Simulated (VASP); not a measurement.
# SnO (zincblende type) (F-43m) in VASP: a series of runs, part 2 of 2

VASP 6.6.1. Earlier steps stand in the parts before.

### 3 Relaxation of cell and atoms, PBE

This run uses another cell than the first one, of 11.83 Å³/atom, 0.577 times its volume.

File INCAR:

```
SYSTEM = SnO
  PREC = Accurate
  ENCUT = 910
  EDIFF = 1E-7
  ISMEAR = -1
  SIGMA = 0.08
  LREAL = .FALSE.
  LASPH = .TRUE.
  NELM = 120
  ALGO = Normal
  ISIF = 3
  LWAVE = .FALSE.
  LCHARG = .FALSE.
  GGA = PE
  IBRION = 2
  NSW = 100
  EDIFFG = -0.005
  GGA_COMPAT = .FALSE.
  NELMIN = 4
```

File KPOINTS:

```
Automatic mesh
0
G
  12 12 12
  0 0 0
```

File POSCAR:

```
SnO
1.0
    0.0000000000      2.2784552067      2.2784552067
    2.2784552067      0.0000000000      2.2784552067
    2.2784552067      2.2784552067      0.0000000000
Sn O
1 1
Direct
    0.0000000000      0.0000000000      0.0000000000
    0.2500000000      0.2500000000      0.2500000000
```

Potentials or basis: VASP PAW PBE potentials, release 64 (Sn_d, O_h).

The run is started by

```bash
> cat potpaw_PBE.64/Sn_d/POTCAR potpaw_PBE.64/O_h/POTCAR > POTCAR
> mpirun -np 1 vasp_std > vasp.out
```

OUTCAR:

```text
SYSTEM = SnO
   PREC = Accurate
   ENCUT = 910
   EDIFF = 1E-7
   ISMEAR = -1
   LREAL = .FALSE.
   LASPH = .TRUE.
   NELM = 120
   ISIF = 3
   GGA = PE
   IBRION = 2
   NSW = 100
   EDIFFG = -0.005
   NELMIN = 4

 ion  position               nearest neighbor table
   1  0.000  0.000  0.000-   2 1.97   2 1.97   2 1.97   2 1.97
   2  0.250  0.250  0.250-   1 1.97   1 1.97   1 1.97   1 1.97

  LATTYP: Found a face centered cubic cell.
 ALAT       =     4.5569104134

  Lattice vectors:

 A1 = (   0.0000000000,   2.2784552067,   2.2784552067)
 A2 = (   2.2784552067,   0.0000000000,   2.2784552067)
 A3 = (   2.2784552067,   2.2784552067,   0.0000000000)

Analysis of symmetry for initial positions (statically):
[... 5 lines left out ...]
 face centered cubic supercell.

 Subroutine GETGRP returns: Found 24 space group operations
 (whereof 24 operations were pure point group operations)
 out of a pool of 48 trial point group operations.

The static configuration has the point symmetry T_d .

Analysis of symmetry for dynamics (positions and initial velocities):
[... 5 lines left out ...]
 face centered cubic supercell.

 Subroutine GETGRP returns: Found 24 space group operations
 (whereof 24 operations were pure point group operations)
 out of a pool of 48 trial point group operations.

The dynamic configuration has the point symmetry T_d .

 Subroutine INISYM returns: Found 24 space group operations
 (whereof 24 operations are pure point group operations),
 and found     1 'primitive' translations

----------------------------------------------------------------------------------------

                                     Primitive cell

  volume of cell :      23.6566

  direct lattice vectors                    reciprocal lattice vectors
     0.000000000  2.278455207  2.278455207    -0.219446930  0.219446930  0.219446930
     2.278455207  0.000000000  2.278455207     0.219446930 -0.219446930  0.219446930
     2.278455207  2.278455207  0.000000000     0.219446930  0.219446930 -0.219446930

  length of vectors
     3.222222255  3.222222255  3.222222255     0.380093232  0.380093232  0.380093232

  position of ions in fractional coordinates (direct lattice)
     0.000000000  0.000000000  0.000000000
     0.250000000  0.250000000  0.250000000

  ion indices of the primitive-cell ions
   primitive index   ion index
                 1           1
                 2           2

----------------------------------------------------------------------------------------

 KPOINTS: Automatic mesh

Automatic generation of k-mesh.
 Grid dimensions read from file:
 generate k-points for:   12   12   12

 Generating k-lattice:

  Cartesian coordinates                     Fractional coordinates (reciprocal lattice)
    -0.018287244  0.018287244  0.018287244     0.083333333  0.000000000  0.000000000
     0.018287244 -0.018287244  0.018287244     0.000000000  0.083333333  0.000000000
     0.018287244  0.018287244 -0.018287244     0.000000000  0.000000000  0.083333333

  Length of vectors
     0.031674436  0.031674436  0.031674436

  Shift w.r.t. Gamma in fractional coordinates (k-lattice)
     0.000000000  0.000000000  0.000000000

 Subroutine IBZKPT returns following result:
 ===========================================

 Found     72 irreducible k-points:

 Following reciprocal coordinates:
            Coordinates               Weight
  0.000000  0.000000  0.000000      1.000000
  0.083333  0.000000  0.000000      8.000000
  0.166667  0.000000  0.000000      8.000000
  0.250000  0.000000  0.000000      8.000000
  0.333333  0.000000  0.000000      8.000000
  0.416667  0.000000  0.000000      8.000000
[... 16 lines left out ...]
  0.500000  0.166667  0.000000     24.000000
 -0.416667  0.166667  0.000000     24.000000
 [... further k-points ...]
   k-points           NKPTS =     72   k-points in BZ     NKDIM =     72   number of bands    NBANDS=     14
   number of dos      NEDOS =    301   number of ions     NIONS =      2
   total plane-waves  NPLWV =  32768
   dimension x,y,z NGX =    32 NGY =   32 NGZ =   32
   dimension x,y,z NGXF=    64 NGYF=   64 NGZF=   64
   ions per type =               1   1
   NGX,Y,Z   is equivalent  to a cutoff of  16.51, 16.51, 16.51 a.u.
   NGXF,Y,Z  is equivalent  to a cutoff of  33.02, 33.02, 33.02 a.u.
 SYSTEM =  SnO
   PREC   = accura    normal or accurate (medium, high low for compatibility)
   ISTART =      0    job   : 0-new  1-cont  2-samecut
   ICHARG =      2    charge: 1-file 2-atom 10-const
   ISPIN  =      1    spin polarized calculation?
   LNONCOLLINEAR =      F non collinear calculations
   LSORBIT =      F    spin-orbit coupling
   LASPH  =      T    aspherical Exc in radial PAW
   ENCUT  =  910.0 eV  66.88 Ry    8.18 a.u.   7.93  7.93  7.93*2*pi/ulx,y,z
   NELM   =    120;   NELMIN=  4; NELMDL= -5     # of ELM steps
   EDIFF  = 0.1E-06   stopping-criterion for ELM
   LREAL  =      F    real-space projection
   EDIFFG = -.5E-02   stopping-criterion for IOM
   NSW    =    100    number of steps for IOM
   IBRION =      2    ionic relax: 0-MD 1-quasi-New 2-CG
   NFREE  =      1    steps in history (QN), initial steepest desc. (CG)
   ISIF   =      3    stress and relaxation
   ISYM   =      2    0-nonsym 1-usesym 2-fastsym
   POTIM  = 0.5000    time-step for ionic-motion
   TEBEG  =    0.0;   TEEND  =   0.0 temperature during run
   PSTRESS=    0.0 pullay stress
   NELECT =      20.0000    total number of electrons
   NUPDOWN=      -1.0000    fix difference up-down
   EMIN   =  10.00;   EMAX   =-10.00  energy-range for DOS
   EFERMI =   0.00;   METHOD = LEGACY
   ISMEAR =    -1;   SIGMA  =   0.08  broadening in eV -4-tet -1-fermi 0-gaus
   EFERMI_NEDOS =   21; number of points for ismear=-14 and -15
   IALGO  =     38    algorithm
   IMIX   =      4    mixing-type and parameters
     AMIX     =   0.40;   BMIX     =  1.00
     AMIX_MAG =   1.60;   BMIX_MAG =  1.00
  volume/ion in A,a.u.               =      11.83        79.82
  Fermi-wavevector in a.u.,A,eV,Ry     =   1.547988  2.925274 32.603202  2.396268
  Thomas-Fermi vector in A             =   2.653003
   LORBIT       =      0    0 simple, 1 ext, 2 COOP (PROOUT), +10 PAW based schemes
   GGA     = PE    functional components
   LHFCALC =     F    Hartree Fock is set to
   AEXX    =    0.0000 exact exchange contribution
   IVDW    =     0    specifies the selected vdW correction
   LEPSILON=     F    determine dielectric tensor
   LRPA    =     F    only Hartree local field effects (RPA)
 conjugate gradient relaxation of ions
 non-spin polarized calculation
  energy-cutoff  :      910.00
  volume of cell :       23.66
 maximum number of plane-waves:      1488
   NGX = 15   NGY = 15   NGZ = 15

--------------------------------------- Ionic step        1  -------------------------------------------

 number of electron      20.0000001 magnetization

 Free energy of the ion-electron system (eV)
  ---------------------------------------------------
  ext. energy  EPLUGINS =         0.00000000
  ---------------------------------------------------
  free energy    TOTEN  =        -7.13323696 eV

  energy without entropy =       -7.12967784  energy(sigma->0) =       -7.13145740

 E-fermi :  14.8904     XC(G=0): -12.5070

 val. band max:       14.6827581232   @ k =  -0.3333   0.3333   0.1667
 cond. band min:      15.1055858375   @ k =  -0.3333   0.3333   0.0000
 fundamental gap:      0.4228277143
 Fermi energy:        14.8903500092

 k-point     1 :       0.0000    0.0000    0.0000
  band No.  band energies     occupation
      1     -10.3004      2.00000
      2      -9.2050      2.00000
      3      -9.2050      2.00000
      4      -9.2050      2.00000
      5      -8.7958      2.00000
      6      -8.7958      2.00000
      7       7.3520      2.00000
      8       7.5576      2.00000
      9       7.5576      2.00000
     10       7.5576      2.00000
     11      20.4101      0.00000
     12      20.4101      0.00000
[... 911 lines left out ...]
  FREE ENERGIE OF THE ION-ELECTRON SYSTEM (eV)
  ---------------------------------------------------
  free  energy   TOTEN  =       -10.1039710343 eV

  energy  without entropy=      -10.0944990914  energy(sigma->0) =      -10.09923506

[... ionic steps 4 to 19 ...]

--------------------------------------- Ionic step       20  -------------------------------------------

 number of electron      19.9999997 magnetization

 E-fermi :   7.2201     XC(G=0): -10.0040

 val. band max:        7.1682320461   @ k =  -0.4167   0.5000   0.0833
 cond. band min:       7.2274863391   @ k =   0.5000   0.4167   0.0000
 fundamental gap:      0.0592542930
 Fermi energy:         7.2201235912
[... 477 lines left out ...]
  energy  without entropy=      -10.1029161786  energy(sigma->0) =      -10.10782018

--------------------------------------- Ionic step       22  -------------------------------------------

 number of electron      19.9999997 magnetization

 Free energy of the ion-electron system (eV)
  ---------------------------------------------------
  ext. energy  EPLUGINS =         0.00000000
  ---------------------------------------------------
  free energy    TOTEN  =       -10.11273376 eV

  energy without entropy =      -10.10291390  energy(sigma->0) =      -10.10782383

 E-fermi :   7.2087     XC(G=0):  -9.9998

 val. band max:        7.1563580844   @ k =  -0.4167   0.5000   0.0833
 cond. band min:       7.2160090098   @ k =   0.5000   0.4167   0.0000
 fundamental gap:      0.0596509254
 Fermi energy:         7.2087401677

 k-point     1 :       0.0000    0.0000    0.0000
  band No.  band energies     occupation
      1     -14.7417      2.00000
      2     -14.7417      2.00000
      3     -14.7417      2.00000
      4     -14.6780      2.00000
      5     -14.6780      2.00000
      6     -12.4641      2.00000
      7       0.7403      2.00000
      8       3.0827      2.00000
      9       3.0827      2.00000
     10       3.0827      2.00000
     11      11.7983      0.00000
     12      11.7983      0.00000
[... 422 lines left out ...]
  FREE ENERGIE OF THE ION-ELECTRON SYSTEM (eV)
  ---------------------------------------------------
  free  energy   TOTEN  =       -10.1127337625 eV

  energy  without entropy=      -10.1029139036  energy(sigma->0) =      -10.10782383

 reached required accuracy - stopping structural energy minimisation
```

OSZICAR:

```text
N       E                     dE             d eps       ncg     rms          rms(c)
DAV:   1     0.210977759625E+03    0.21098E+03   -0.14936E+04  2060   0.339E+03
[... 180 lines left out ...]
DAV:   2    -0.101127614692E+02    0.11455E-03   -0.63191E-04  2184   0.260E-01    0.309E-02
DAV:   3    -0.101127385139E+02    0.22955E-04   -0.90581E-05  2992   0.154E-01    0.147E-02
DAV:   4    -0.101127329657E+02    0.55482E-05   -0.21059E-05  2462   0.975E-02    0.236E-03
DAV:   5    -0.101127332763E+02   -0.31062E-06   -0.17087E-06  2256   0.166E-02    0.106E-03
DAV:   6    -0.101127336522E+02   -0.37591E-06   -0.14885E-07  1454   0.500E-03    0.458E-04
DAV:   7    -0.101127337971E+02   -0.14490E-06   -0.22455E-08  1032   0.280E-03    0.255E-04
DAV:   8    -0.101127337625E+02    0.34617E-07   -0.11227E-08  1020   0.222E-03
  22 F= -.10112734E+02 E0= -.10107824E+02  d E =-.738611E-04
```

It took 2.9 min on 1 thread of Intel Xeon 6975P-C (Granite Rapids), shared host; peak memory 0.22 GiB.

Results:

| Quantity | Value |
| --- | --- |
| Free energy | -10.1127 eV |
| Relaxed volume | 18.61 Å³/atom |
| Relaxed cell | a = 3.748 Å, b = 3.748 Å, c = 3.748 Å, α = 60.00°, β = 60.00°, γ = 60.00° |
| Space group after relaxing (to 0.05 Å) | F-43m (No. 216) |
| Energy gained by relaxing | 1489.7 meV/atom |
| Ionic steps | 22 |
| Pressure after relaxing | 0.0 GPa |
| Band gap on the k mesh | zero (band 10 reaches 7.29 eV, above the bottom of band 11 at 7.11 eV) |

The path:
```csv
step,energy change (eV),largest force (eV/Å),pressure (GPa),volume (Å³)
1,0.0000,0.0000,98.43,23.66
2,-0.3146,0.0000,-33.17,58.28
3,-2.9707,0.0000,-2.84,38.19
4,-2.9790,0.0000,-0.68,37.44
5,-2.9794,0.0000,0.27,37.12
6,-2.9794,0.0000,0.27,37.12
7,-2.9794,0.0000,0.27,37.12
8,-2.9794,0.0000,0.27,37.12
9,-2.9794,0.0000,0.27,37.12
10,-2.9794,0.0000,0.27,37.12
11,-2.9794,0.0000,0.27,37.12
12,-2.9794,0.0000,0.27,37.12
13,-2.9794,0.0000,0.27,37.13
14,-2.9794,0.0000,0.27,37.13
15,-2.9794,0.0000,0.26,37.13
16,-2.9794,0.0000,0.25,37.13
17,-2.9794,0.0000,0.24,37.13
18,-2.9794,0.0000,0.23,37.14
19,-2.9795,0.0000,0.18,37.15
20,-2.9795,0.0000,0.09,37.18
21,-2.9795,0.0000,-0.09,37.24
22,-2.9795,0.0000,-0.01,37.21
```

Final structure:
```
CELL_PARAMETERS angstrom
0.00000 2.64988 2.64988
2.64988 0.00000 2.64988
2.64988 2.64988 0.00000
ATOMIC_POSITIONS crystal
Sn 0.00000 0.00000 0.00000
O 0.25000 0.25000 0.25000
```

Levels at points of the mesh, in eV from the Fermi level:
| k point | band 6 | band 7 | band 8 | band 9 | band 10 | band 11 | band 12 | band 13 | band 14 |
| --- | --- | --- | --- | --- | --- | --- | --- | --- | --- |
| (0.00, 0.00, 0.00) | -19.67 | -6.47 | -4.13 | -4.13 | -4.13 | 4.59 | 4.59 | 4.59 | 9.46 |
| (0.50, 0.00, 0.00) | -18.89 | -8.54 | -4.58 | -4.58 | -2.50 | 1.52 | 4.70 | 4.70 | 8.59 |
| (0.50, 0.50, 0.00) | -18.68 | -8.30 | -5.39 | -5.39 | -0.92 | -0.10 | 5.24 | 5.39 | 5.39 |

Caveat: the cutoff is under 1.25 times the usual one of these potentials, so pressure, stress and relaxed cells hold a basis-set (Pulay) error; the volume moved by over 15 % at a fixed basis, so the end points are rough; spin-orbit coupling is left out, which moves the levels of the heavy elements.
